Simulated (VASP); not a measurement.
**BMoW3: single point with PBE**

Crystal: BMoW3.

```
B Mo W
1.0
     4.19954    0.00000    0.00000
     0.00000    4.19954    0.00000
     0.00000    0.00000    4.19954
B Mo W
1 1 3
Direct
  0.50000 0.50000 0.50000
  0.00000 0.00000 0.00000
  0.50000 0.00000 0.50000
  0.00000 0.50000 0.50000
  0.50000 0.50000 0.00000
```

The cell was generated, and may not be a known phase.

```yaml
Program: VASP 6.6.1
Task: single point
Functional: PBE
Potentials_or_basis: VASP PAW PBE potentials, release 64 (B, Mo_sv, W_sv)
Cutoff: 520 eV
k_mesh: 4 × 4 × 4
Occupations: gaussian, width 0.1 eV
Spin: collinear spin
Starting_moments: "[0.0, 1.0, 0.0, 0.0, 0.0] μB"
```

```json
{
 "Pressure": "0.5 GPa",
 "Net moment": "0.00 μB per cell",
 "Valence electrons inside the program's atomic spheres": "B 2.24; Mo 12.23; W 12.04"
}
```

Levels at points of the mesh, in eV from the Fermi level:
Spin up:
```tsv
k point	band 26	band 27	band 28	band 29	band 30	band 31	band 32	band 33
(0.00, 0.00, 0.00)	-0.77	-0.48	-0.48	-0.48	1.53	1.53	3.25	3.25
(0.50, 0.00, 0.00)	-2.04	-2.04	-0.19	0.28	0.28	0.46	1.09	1.21
(0.50, 0.50, 0.00)	-2.12	-1.77	-1.59	-0.60	-0.60	0.37	0.76	1.37
(0.50, 0.50, 0.50)	-0.76	-0.75	-0.75	-0.75	0.41	0.41	0.41	3.14
```
Spin down:
| k point | band 25 | band 26 | band 27 | band 28 | band 29 | band 30 | band 31 | band 32 | band 33 | band 34 |
| --- | --- | --- | --- | --- | --- | --- | --- | --- | --- | --- |
| (0.00, 0.00, 0.00) | -0.77 | -0.77 | -0.48 | -0.48 | -0.48 | 1.53 | 1.53 | 3.25 | 3.25 | 4.20 |
| (0.50, 0.00, 0.00) | -2.46 | -2.04 | -2.04 | -0.19 | 0.28 | 0.28 | 0.46 | 1.09 | 1.21 | 1.21 |
| (0.50, 0.50, 0.00) | -2.12 | -2.12 | -1.77 | -1.59 | -0.60 | -0.60 | 0.37 | 0.76 | 1.37 | 1.37 |
| (0.50, 0.50, 0.50) | -0.76 | -0.76 | -0.75 | -0.75 | -0.75 | 0.41 | 0.41 | 0.41 | 3.14 | 3.14 |

Run time: 47 s on 1 thread of AMD EPYC 9R45 96-Core Processor (Zen 5) (shared host), peak memory 0.2 GiB.

Caveat: the k points lie up to 0.37 Å⁻¹ apart; spin-orbit coupling is left out, which moves the levels of the heavy elements.
